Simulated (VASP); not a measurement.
# Hf2SbH5 (P4/mmm) in VASP: single point with PBE

Aim: the single point of Hf2SbH5 with PBE.

Everything below comes from runs of VASP 6.6.1. Logs are shortened: lines on timing, memory, paths and dates and some standing lists are left out, and cuts for length are marked.

## (1) The cell of the first run

It takes space group P4/mmm (No. 123, tetragonal). The conventional cell has a = 6.089 Å, b = 6.089 Å, c = 4.306 Å, α = 90.00°, β = 90.00°, γ = 90.00°. Hf (site symmetry 4/mmm) has 4 H at 2.15 Å and 2 Sb at 2.15 Å within 2.8 Å. Within 2.8 Å of Hf (site symmetry 4/mmm) lie 6 H at 2.15 Å. Within 2.8 Å of Sb (site symmetry 4/mmm) lie 2 Hf at 2.15 Å. Within 2.8 Å of H (site symmetry 4/mmm) lie 2 Hf at 2.15 Å. Within 2.8 Å of H (site symmetry m2m) lie 2 Hf at 2.15 Å.

## (2) Single point, PBE

Contents of INCAR:

```
SYSTEM = Hf2SbH5
  PREC = Accurate
  ENCUT = 520
  EDIFF = 1E-7
  ISMEAR = 0
  SIGMA = 0.1
  LREAL = .FALSE.
  LASPH = .TRUE.
  NELM = 80
  ALGO = Normal
  ISIF = 2
  LWAVE = .FALSE.
  LCHARG = .FALSE.
  GGA = PE
  NBANDS = 25
```

Contents of KPOINTS:

```
Automatic mesh
0
G
  4 4 4
  0 0 0
```

Contents of POSCAR:

```
Hf2SbH5
1.0
    6.0889105300      0.0000000000      0.0000000000
    0.0000000000      6.0889105300      0.0000000000
    0.0000000000      0.0000000000      4.3055099300
Hf Sb H
2 1 5
Direct
    0.0000000000      0.0000000000      0.0000000000
    0.5000000000      0.5000000000      0.0000000000
    0.0000000000      0.0000000000      0.5000000000
    0.5000000000      0.5000000000      0.5000000000
    0.2500000000      0.2500000000      0.0000000000
    0.7500000000      0.7500000000      0.0000000000
    0.2500000000      0.7500000000      0.0000000000
    0.7500000000      0.2500000000      0.0000000000
```

Potentials or basis: VASP PAW PBE potentials, release 64 (Hf_pv, Sb, H).

On the command line:

```console
> cat potpaw_PBE.64/Hf_pv/POTCAR potpaw_PBE.64/Sb/POTCAR potpaw_PBE.64/H/POTCAR > POTCAR
> mpirun -np 1 vasp_std > vasp.out
```

OUTCAR:

```text
SYSTEM = Hf2SbH5
   PREC = Accurate
   ENCUT = 520
   EDIFF = 1E-7
   ISMEAR = 0
   LREAL = .FALSE.
   LASPH = .TRUE.
   NELM = 80
   ISIF = 2
   GGA = PE

 ion  position               nearest neighbor table
   1  0.000  0.000  0.000-   5 2.15   6 2.15   7 2.15   8 2.15   3 2.15   3 2.15
   2  0.500  0.500  0.000-   5 2.15   6 2.15   7 2.15   8 2.15   4 2.15   4 2.15
   3  0.000  0.000  0.500-   1 2.15   1 2.15
   4  0.500  0.500  0.500-   2 2.15   2 2.15
   5  0.250  0.250  0.000-   1 2.15   2 2.15
   6  0.750  0.750  0.000-   1 2.15   2 2.15
   7  0.250  0.750  0.000-   1 2.15   2 2.15
   8  0.750  0.250  0.000-   1 2.15   2 2.15

  LATTYP: Found a simple tetragonal cell.
 ALAT       =     6.0889105300
 C/A-ratio  =     0.7071067819

  Lattice vectors:

 A1 = (   6.0889105300,   0.0000000000,   0.0000000000)
 A2 = (   0.0000000000,   6.0889105300,   0.0000000000)
 A3 = (   0.0000000000,   0.0000000000,   4.3055099300)

Analysis of symmetry for initial positions (statically):
=====================================================================
 Subroutine PRICEL returns:
 Original cell was already a primitive cell.

 Routine SETGRP: Setting up the symmetry group for a
 simple tetragonal supercell.

 Subroutine GETGRP returns: Found 16 space group operations
 (whereof 16 operations were pure point group operations)
 out of a pool of 16 trial point group operations.

The static configuration has the point symmetry D_4h.

Analysis of symmetry for dynamics (positions and initial velocities):
=====================================================================
 Subroutine PRICEL returns:
 Original cell was already a primitive cell.

 Routine SETGRP: Setting up the symmetry group for a
 simple tetragonal supercell.

 Subroutine GETGRP returns: Found 16 space group operations
 (whereof 16 operations were pure point group operations)
 out of a pool of 16 trial point group operations.

The dynamic configuration has the point symmetry D_4h.

 Subroutine INISYM returns: Found 16 space group operations
 (whereof 16 operations are pure point group operations),
 and found     1 'primitive' translations

----------------------------------------------------------------------------------------

                                     Primitive cell

  volume of cell :     159.6261

  direct lattice vectors                    reciprocal lattice vectors
     6.088910530  0.000000000  0.000000000     0.164232993  0.000000000  0.000000000
     0.000000000  6.088910530  0.000000000     0.000000000  0.164232993  0.000000000
     0.000000000  0.000000000  4.305509930     0.000000000  0.000000000  0.232260526

  length of vectors
     6.088910530  6.088910530  4.305509930     0.164232993  0.164232993  0.232260526

  position of ions in fractional coordinates (direct lattice)
     0.000000000  0.000000000  0.000000000
     0.500000000  0.500000000  0.000000000
     0.000000000  0.000000000  0.500000000
     0.500000000  0.500000000  0.500000000
     0.250000000  0.250000000  0.000000000
     0.750000000  0.750000000  0.000000000
     0.250000000  0.750000000  0.000000000
     0.750000000  0.250000000  0.000000000

  ion indices of the primitive-cell ions
   primitive index   ion index
                 1           1
                 2           2
                 3           3
                 4           4
                 5           5
                 6           6
                 7           7
                 8           8

----------------------------------------------------------------------------------------

 KPOINTS: Automatic mesh

Automatic generation of k-mesh.
 Grid dimensions read from file:
 generate k-points for:    4    4    4

 Generating k-lattice:

  Cartesian coordinates                     Fractional coordinates (reciprocal lattice)
     0.041058248  0.000000000  0.000000000     0.250000000  0.000000000  0.000000000
     0.000000000  0.041058248  0.000000000     0.000000000  0.250000000  0.000000000
     0.000000000  0.000000000  0.058065131     0.000000000  0.000000000  0.250000000

  Length of vectors
     0.041058248  0.041058248  0.058065131

  Shift w.r.t. Gamma in fractional coordinates (k-lattice)
     0.000000000  0.000000000  0.000000000

 Subroutine IBZKPT returns following result:
 ===========================================

 Found     18 irreducible k-points:

 Following reciprocal coordinates:
            Coordinates               Weight
  0.000000  0.000000  0.000000      1.000000
  0.250000  0.000000  0.000000      4.000000
  0.500000  0.000000  0.000000      2.000000
  0.250000  0.250000  0.000000      4.000000
  0.500000  0.250000  0.000000      4.000000
  0.500000  0.500000  0.000000      1.000000
[... 10 lines left out ...]
  0.500000  0.250000  0.500000      4.000000
  0.500000  0.500000  0.500000      1.000000
   k-points           NKPTS =     18   k-points in BZ     NKDIM =     18   number of bands    NBANDS=     25
   number of dos      NEDOS =    301   number of ions     NIONS =      8
   total plane-waves  NPLWV =  73728
   dimension x,y,z NGX =    48 NGY =   48 NGZ =   32
   dimension x,y,z NGXF=    96 NGYF=   96 NGZF=   64
   ions per type =               2   1   5
   NGX,Y,Z   is equivalent  to a cutoff of  13.11, 13.11, 12.36 a.u.
   NGXF,Y,Z  is equivalent  to a cutoff of  26.21, 26.21, 24.71 a.u.
 SYSTEM =  Hf2SbH5
   PREC   = accura    normal or accurate (medium, high low for compatibility)
   ISTART =      0    job   : 0-new  1-cont  2-samecut
   ICHARG =      2    charge: 1-file 2-atom 10-const
   ISPIN  =      1    spin polarized calculation?
   LNONCOLLINEAR =      F non collinear calculations
   LSORBIT =      F    spin-orbit coupling
   LASPH  =      T    aspherical Exc in radial PAW
   ENCUT  =  520.0 eV  38.22 Ry    6.18 a.u.  11.32 11.32  8.01*2*pi/ulx,y,z
   NELM   =     80;   NELMIN=  2; NELMDL= -5     # of ELM steps
   EDIFF  = 0.1E-06   stopping-criterion for ELM
   LREAL  =      F    real-space projection
   EDIFFG = 0.1E-05   stopping-criterion for IOM
   NSW    =      0    number of steps for IOM
   IBRION =     -1    ionic relax: 0-MD 1-quasi-New 2-CG
   NFREE  =      0    steps in history (QN), initial steepest desc. (CG)
   ISIF   =      2    stress and relaxation
   ISYM   =      2    0-nonsym 1-usesym 2-fastsym
   POTIM  = 0.5000    time-step for ionic-motion
   TEBEG  =    0.0;   TEEND  =   0.0 temperature during run
   PSTRESS=    0.0 pullay stress
   NELECT =      30.0000    total number of electrons
   NUPDOWN=      -1.0000    fix difference up-down
   EMIN   =  10.00;   EMAX   =-10.00  energy-range for DOS
   EFERMI =   0.00;   METHOD = LEGACY
   ISMEAR =     0;   SIGMA  =   0.10  broadening in eV -4-tet -1-fermi 0-gaus
   EFERMI_NEDOS =   21; number of points for ismear=-14 and -15
   IALGO  =     38    algorithm
   IMIX   =      4    mixing-type and parameters
     AMIX     =   0.40;   BMIX     =  1.00
     AMIX_MAG =   1.60;   BMIX_MAG =  1.00
  volume/ion in A,a.u.               =      19.95       134.65
  Fermi-wavevector in a.u.,A,eV,Ry     =   0.937736  1.772064 11.964271  0.879349
  Thomas-Fermi vector in A             =   2.064877
   LORBIT       =      0    0 simple, 1 ext, 2 COOP (PROOUT), +10 PAW based schemes
   GGA     = PE    functional components
   LHFCALC =     F    Hartree Fock is set to
   AEXX    =    0.0000 exact exchange contribution
   IVDW    =     0    specifies the selected vdW correction
   LEPSILON=     F    determine dielectric tensor
   LRPA    =     F    only Hartree local field effects (RPA)
 non-spin polarized calculation
 Gauss-broadening in eV      SIGMA  =   0.10
  energy-cutoff  :      520.00
  volume of cell :      159.63
 maximum number of plane-waves:      4336
 NGX is ok and might be reduce to    48
   NGX = 23   NGY = 23   NGZ = 17

 number of electron      30.0000006 magnetization

 Free energy of the ion-electron system (eV)
  ---------------------------------------------------
  ext. energy  EPLUGINS =         0.00000000
  ---------------------------------------------------
  free energy    TOTEN  =       -31.49495339 eV

  energy without entropy =      -31.45819452  energy(sigma->0) =      -31.47657396

 E-fermi :   1.2526     XC(G=0):  -7.5723

 val. band max:        1.2306676637   @ k =   0.2500   0.0000   0.2500
 cond. band min:       1.2645259453   @ k =   0.5000   0.2500   0.5000
 fundamental gap:      0.0338582816
 Fermi energy:         1.2526412297

 k-point     1 :       0.0000    0.0000    0.0000
  band No.  band energies     occupation
      1     -31.8283      2.00000
      2     -31.7218      2.00000
      3     -31.7218      2.00000
      4     -30.7656      2.00000
      5     -29.8791      2.00000
      6     -29.8791      2.00000
[... 17 lines left out ...]
     24       6.6178      0.00000
     25       6.6405      0.00000

 k-point     2 :       0.2500    0.0000    0.0000
  band No.  band energies     occupation
      1     -31.8283      2.00000
      2     -31.7218      2.00000
      3     -31.7218      2.00000
      4     -30.7656      2.00000
      5     -29.8792      2.00000
      6     -29.8791      2.00000
[... 17 lines left out ...]
     24       5.9047      0.00000
     25       6.1859      0.00000

 k-point     3 :       0.5000    0.0000    0.0000
  band No.  band energies     occupation
      1     -31.8283      2.00000
      2     -31.7218      2.00000
      3     -31.7218      2.00000
      4     -30.7656      2.00000
      5     -29.8792      2.00000
      6     -29.8792      2.00000
[... 17 lines left out ...]
     24       5.3889      0.00000
     25       5.7941      0.00000

 k-point     4 :       0.2500    0.2500    0.0000
  band No.  band energies     occupation
      1     -31.8283      2.00000
      2     -31.7219      2.00000
      3     -31.7218      2.00000
      4     -30.7656      2.00000
      5     -29.8792      2.00000
      6     -29.8791      2.00000
[... 17 lines left out ...]
     24       5.5798      0.00000
     25       6.4249      0.00000

 k-point     5 :       0.5000    0.2500    0.0000
  band No.  band energies     occupation
      1     -31.8283      2.00000
      2     -31.7219      2.00000
      3     -31.7218      2.00000
      4     -30.7656      2.00000
      5     -29.8792      2.00000
      6     -29.8791      2.00000
[... 17 lines left out ...]
     24       5.8035      0.00000
     25       6.2431      0.00000

 k-point     6 :       0.5000    0.5000    0.0000
  band No.  band energies     occupation
      1     -31.8283      2.00000
      2     -31.7219      2.00000
      3     -31.7219      2.00000
      4     -30.7656      2.00000
      5     -29.8791      2.00000
      6     -29.8791      2.00000
[... 17 lines left out ...]
     24       6.0540      0.00000
     25       6.0540      0.00000
[... 225 lines left out ...]
 k-point    15 :       0.5000    0.0000    0.5000
  band No.  band energies     occupation
      1     -31.8479      2.00000
      2     -31.7210      2.00000
      3     -31.7209      2.00000
      4     -30.5239      2.00000
      5     -29.8486      2.00000
      6     -29.8485      2.00000
[... 17 lines left out ...]
     24       5.2030      0.00000
     25       5.8504      0.00000

 k-point    16 :       0.2500    0.2500    0.5000
  band No.  band energies     occupation
      1     -31.8479      2.00000
      2     -31.7210      2.00000
      3     -31.7210      2.00000
      4     -30.5239      2.00000
      5     -29.8485      2.00000
      6     -29.8485      2.00000
[... 17 lines left out ...]
     24       5.9308      0.00000
     25       6.2159      0.00000

 k-point    17 :       0.5000    0.2500    0.5000
  band No.  band energies     occupation
      1     -31.8479      2.00000
      2     -31.7210      2.00000
      3     -31.7210      2.00000
      4     -30.5239      2.00000
      5     -29.8485      2.00000
      6     -29.8485      2.00000
[... 17 lines left out ...]
     24       6.2829      0.00000
     25       7.0258      0.00000

 k-point    18 :       0.5000    0.5000    0.5000
  band No.  band energies     occupation
      1     -31.8479      2.00000
      2     -31.7210      2.00000
      3     -31.7210      2.00000
      4     -30.5239      2.00000
      5     -29.8485      2.00000
      6     -29.8485      2.00000
[... 17 lines left out ...]
     24       6.1767      0.00000
     25       6.5959      0.00000

------------------------ aborting loop because EDIFF is reached ----------------------------------------

  FORCE on cell =-STRESS in cart. coord.  units (eV):
  Direction    XX          YY          ZZ          XY          YZ          ZX
  --------------------------------------------------------------------------------------
  -------------------------------------------------------------------------------------
  Total       -9.0854693     -9.0854693     59.7226043      0.0000000     -0.0000000      0.0000000
  in kB      -91.1914601    -91.1914601    599.4397516      0.0000000     -0.0000000      0.0000000
  external PRESSURE =     139.0189438 kB  Pullay stress =       0.0000000 kB

 VOLUME and BASIS-vectors are now :
 -----------------------------------------------------------------------------
  energy-cutoff  :      520.00
  volume of cell :      159.63
      direct lattice vectors                 reciprocal lattice vectors
     6.088910530  0.000000000  0.000000000     0.164232993  0.000000000  0.000000000
     0.000000000  6.088910530  0.000000000     0.000000000  0.164232993  0.000000000
     0.000000000  0.000000000  4.305509930     0.000000000  0.000000000  0.232260526

 POSITION                                       TOTAL-FORCE (eV/Angst)
 -----------------------------------------------------------------------------------
      0.00000      0.00000      0.00000         0.000000     -0.000000      0.000000
      3.04446      3.04446      0.00000         0.000000     -0.000000      0.000000
      0.00000      0.00000      2.15275         0.000000     -0.000000      0.000000
      3.04446      3.04446      2.15275         0.000000     -0.000000      0.000000
      1.52223      1.52223      0.00000         0.260229      0.260229      0.000000
      4.56668      4.56668      0.00000        -0.260229     -0.260229      0.000000
      1.52223      4.56668      0.00000         0.260229     -0.260229      0.000000
      4.56668      1.52223      0.00000        -0.260229      0.260229     -0.000000
 -----------------------------------------------------------------------------------
    total drift:                               -0.000000     -0.000000      0.000000

  FREE ENERGIE OF THE ION-ELECTRON SYSTEM (eV)
  ---------------------------------------------------
  free  energy   TOTEN  =       -31.4949533883 eV

  energy  without entropy=      -31.4581945245  energy(sigma->0) =      -31.47657396
```

It took 2.1 min on 1 thread of Intel Xeon 8259CL, shared host; peak memory 0.29 GiB.

Results:

```
Free energy            : -31.4950 eV
Pressure               : 13.9 GPa
Largest force          : 0.368 eV/Å
Band gap on the k mesh : zero (bands 15 and 16 overlap by 0.71 eV)
```

Forces on the atoms (eV/Å):
```
Hf   0.000  0.000  0.000
Hf   0.000  0.000  0.000
Sb   0.000  0.000  0.000
H    0.000  0.000  0.000
H    0.260  0.260  0.000
H   -0.260 -0.260  0.000
H    0.260 -0.260  0.000
H   -0.260  0.260  0.000
```

Stress tensor (GPa, compression positive):
```
-9.12  0.00  0.00
 0.00 -9.12  0.00
 0.00  0.00 59.94
```

Caveat: the k points lie up to 0.36 Å⁻¹ apart, too coarse for converged energies and pressures of a metal; spin-orbit coupling is left out, which moves the levels of the heavy elements.
